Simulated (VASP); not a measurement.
Here is a VASP 6.6.1 calculation.

File INCAR:

```
SYSTEM = YNi4Au
  PREC = Accurate
  ENCUT = 520
  EDIFF = 1E-6
  ISMEAR = 0
  SIGMA = 0.05
  LREAL = .FALSE.
  LASPH = .TRUE.
  NELM = 80
  ALGO = Normal
  ISIF = 2
  LWAVE = .FALSE.
  LCHARG = .FALSE.
  GGA = PS
  NBANDS = 40
```

Contents of KPOINTS:

```
Automatic mesh
0
G
  8 8 8
  0 0 0
```

Contents of POSCAR:

```
YNi4Au
1.0
    0.0000000000      3.4356570712      3.4356570712
    3.4356570712      0.0000000000      3.4356570712
    3.4356570712      3.4356570712      0.0000000000
Au Y Ni
1 1 4
Direct
    0.2500000000      0.2500000000      0.2500000000
    0.0000000000      0.0000000000      0.0000000000
    0.6242662139      0.1272013582      0.6242662139
    0.6242662139      0.6242662139      0.1272013582
    0.6242662139      0.6242662139      0.6242662139
    0.1272013582      0.6242662139      0.6242662139
```

Potentials or basis: VASP PAW PBE potentials, release 64 (Au, Y_sv, Ni).

Command:

```bash
$ cat potpaw_PBE.64/Au/POTCAR potpaw_PBE.64/Y_sv/POTCAR potpaw_PBE.64/Ni/POTCAR > POTCAR
$ mpirun -np 1 vasp_std > vasp.out
```

Question: Estimate the largest force.

Answer: 0.008 eV/Å.

Question: Predict the band gap on the k mesh.

Answer: Zero (band 31 reaches 8.55 eV, above the bottom of band 32 at 7.87 eV).

Question: What does it give for the pressure?

Answer: -0.2 GPa.

Forces on the atoms (eV/Å):
```
Au   0.000  0.000  0.000
Y    0.000  0.000  0.000
Ni  -0.004  0.004 -0.004
Ni  -0.004 -0.004  0.004
Ni   0.004  0.004  0.004
Ni   0.004 -0.004 -0.004
```

Caveat: the PAW data sets were made with another functional, which shifts forces and pressure a little; spin-orbit coupling is left out, which moves the levels of the heavy elements. Spin polarisation is off, so any magnetic state and its effect on volume and gap are missing.
